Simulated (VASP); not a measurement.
## Ca: single point with BLYP

The system is Ca.

```
Ca
1.0
     7.00963    0.00000    0.00000
     0.00000    7.00963    0.00000
     0.00000    0.00000    7.00963
Ca
8
Direct
  0.00000 0.00000 0.00000
  0.50000 0.50000 0.50000
  0.25000 0.00000 0.50000
  0.75000 0.00000 0.50000
  0.50000 0.25000 0.00000
  0.50000 0.75000 0.00000
  0.00000 0.50000 0.25000
  0.00000 0.50000 0.75000
```

```
Program             : VASP 6.6.1
Task                : single point
Functional          : BLYP
Potentials or basis : VASP PAW PBE potentials, release 64 (Ca_sv)
Cutoff              : 520 eV
k mesh              : 5 × 5 × 5
Occupations         : fermi-dirac, width 0.1 eV
Spin                : no spin polarisation
```

```yaml
Pressure: 0.0 GPa
Band_gap_on_the_k_mesh: zero (band 40 reaches 2.70 eV, above the bottom of band 41 at 2.18 eV)
```

Levels at points of the mesh, in eV from the Fermi level:
```tsv
k point	band 37	band 38	band 39	band 40	band 41	band 42	band 43	band 44
(0.00, 0.00, 0.00)	-0.72	-0.72	-0.72	0.36	0.36	0.36	0.42	0.42
```

It took 4.3 min on 1 thread of AMD EPYC 7R43 64-Core Processor (Zen 3) (shared host), peak memory 0.38 GiB.

Caveat: the PAW data sets were made with another functional, which shifts forces and pressure a little.
